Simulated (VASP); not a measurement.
Au, 1 atom in the cell. Symmetry: I4/mmm, No. 139, tetragonal system. The conventional cell has a = 3.414 Å, b = 3.414 Å, c = 3.364 Å, α = 90.00°, β = 90.00°, γ = 90.00°. Within 3.9 Å of Au (site symmetry 4/mmm) lie 14 Au at 2.94 to 3.41 Å.  This cell differs from its parent crystal: strain +0.030 along x and y, +0.015 along z.

```yaml
Program: VASP 6.6.1
Task: single point
Functional: r2SCAN
Potentials_or_basis: VASP PAW PBE potentials, release 64 (Au)
Cutoff: 520 eV
k_mesh: 20 × 20 × 20
Occupations: gaussian, width 0.15 eV
Spin: no spin polarisation
Dipole_correction: no
Further_INCAR_settings: ALGO = Normal; EDIFF = 1e-06; NBANDS = 12
```

Potentials or basis: VASP PAW PBE potentials, release 64 (Au).

Run with:

```console
$ cat potpaw_PBE.64/Au/POTCAR > POTCAR
$ cp INCAR.step1 INCAR
$ mpirun -np 1 vasp_std > vasp.out
$ cp INCAR.step2 INCAR
$ mpirun -np 1 vasp_std > vasp.out
```

Hardware: 1 thread of Intel(R) Xeon(R) Platinum 8259CL CPU @ 2.50GHz (Skylake/Cascade Lake), with other jobs on the host.

Estimate the wall time of this run.

Wall time 5.3 min on 1 thread of Intel(R) Xeon(R) Platinum 8259CL CPU @ 2.50GHz (Skylake/Cascade Lake), on a shared host, peak memory 0.27 GiB. Counts: k points 641.
